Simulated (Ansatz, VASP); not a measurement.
# One calculation of NbTeN, two programs

INCAR

```
ALGO = Normal
EDIFF = 1E-7
ENCUT = 520
GGA = PS
ISIF = 2
ISMEAR = -1
LASPH = T
LCHARG = F
LREAL = F
LWAVE = F
NBANDS = 33
NELM = 60
PREC = Accurate
SIGMA = 0.05
```

File KPOINTS:

```
k-points
0
Gamma
  5 5 2
```

File POSCAR:

```
NbTeN
1.0
    3.6158541251      0.0000000000      0.0000000000
    0.0000000000      3.6158541251      0.0000000000
    0.0000000000      0.0000000000      9.6302149771
Nb Te N
2 2 2
Direct
    0.5000000000      0.0000000000      0.1143750000
    0.0000000000      0.5000000000      0.8856250000
    0.5000000000      0.0000000000      0.6986270000
    0.0000000000      0.5000000000      0.3013730000
    0.5000000000      0.5000000000      0.0000000000
    0.0000000000      0.0000000000      0.0000000000
```

Input for Ansatz:

```yaml
crystal:
  lattice:
    - [3.6158541250505047, 0.0, 0.0]
    - [0.0, 3.6158541250505047, 0.0]
    - [0.0, 0.0, 9.630214977084927]
  atoms:
    - { symbol: Nb, position: [0.5, 0.0, 0.114375] }
    - { symbol: Nb, position: [0.0, 0.5, 0.885625] }
    - { symbol: Te, position: [0.5, 0.0, 0.698627] }
    - { symbol: Te, position: [0.0, 0.5, 0.301373] }
    - { symbol: "N", position: [0.5, 0.5, 0.0] }
    - { symbol: "N", position: [0.0, 0.0, 0.0] }
basis:
  ecutwfc: 630.0
kpoints:
  mp_grid:
    grid: [5, 5, 2]
hamiltonian:
  xc: pbesol
scf:
  max_iter: 200
  occupations:
    method: fermi_dirac
    width: 0.05
  eigensolver:
    kind: auto
    full_accuracy: true
output:
  stress: true
```

Alike in both runs: task single point; functional PBEsol; k mesh 5 × 5 × 2; occupations fermi-dirac, width 0.05 eV; no spin polarisation.

|  | VASP | Ansatz |
| --- | --- | --- |
| version | VASP 6.6.1 | Ansatz 0.2.0 |
| potentials or method | VASP PAW PBE potentials, release 64 (Nb_sv, Te, N), cutoff 520 eV | plane waves, PAW |
| valence electrons in the cell | 48 | 68 |

```csv
,VASP,Ansatz,Ansatz less VASP
pressure (GPa),-9.1,-9.0,+0.08
"traceless stress, the component that is largest in VASP (GPa)",1.29,1.26,-0.025
```

VASP's potentials were made for PBE, not for PBEsol. The functional is the same, so the differences come from potentials, cutoffs and numerics. VASP's potentials hold 48 valence electrons a cell and Ansatz's 68, so a difference there can come from the potentials and not from the codes.

Spin-orbit coupling is off throughout.
